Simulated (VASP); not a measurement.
Here is a VASP 6.6.1 calculation.

POSCAR

```
CaSe
1.0
    0.0000000000      2.9786908139      2.9786908139
    2.9786908139      0.0000000000      2.9786908139
    2.9786908139      2.9786908139      0.0000000000
Ca Se
1 1
Direct
    0.5000000000      0.5000000000      0.5000000000
    0.0000000000      0.0000000000      0.0000000000
```

The input INCAR.step1:

```
SYSTEM = CaSe
PREC = Accurate
ENCUT = 520
ISMEAR = 0
SIGMA = 0.02
LREAL = .FALSE.
LASPH = .TRUE.
NELM = 80
NBANDS = 15
GGA = PE
ALGO = Normal
EDIFF = 1E-4
LWAVE = .TRUE.
LCHARG = .FALSE.
```

The input INCAR.step2:

```
SYSTEM = CaSe
PREC = Accurate
ENCUT = 520
EDIFF = 1E-6
ISMEAR = 0
SIGMA = 0.02
LREAL = .FALSE.
LASPH = .TRUE.
NELM = 80
ALGO = Normal
ISIF = 2
LWAVE = .FALSE.
LCHARG = .FALSE.
METAGGA = R2SCAN
LMIXTAU = .TRUE.
NBANDS = 15
ISTART = 1
```

KPOINTS

```
Automatic mesh
0
G
  8 8 8
  0 0 0
```

Potentials or basis: VASP PAW PBE potentials, release 64 (Ca_sv, Se).

Run with:

```bash
$ cat potpaw_PBE.64/Ca_sv/POTCAR potpaw_PBE.64/Se/POTCAR > POTCAR
$ cp INCAR.step1 INCAR
$ mpirun -np 1 vasp_std > vasp.out
$ cp INCAR.step2 INCAR
$ mpirun -np 1 vasp_std > vasp.out
```

Task: Estimate the pressure.

Result: -0.3 GPa.

Task: What does it give for the band gap on the k mesh?

Result: 2.54 eV (least direct gap 3.47 eV).

Caveat: the PAW data sets were made with another functional, which shifts forces and pressure a little. A k mesh can miss the band edges.
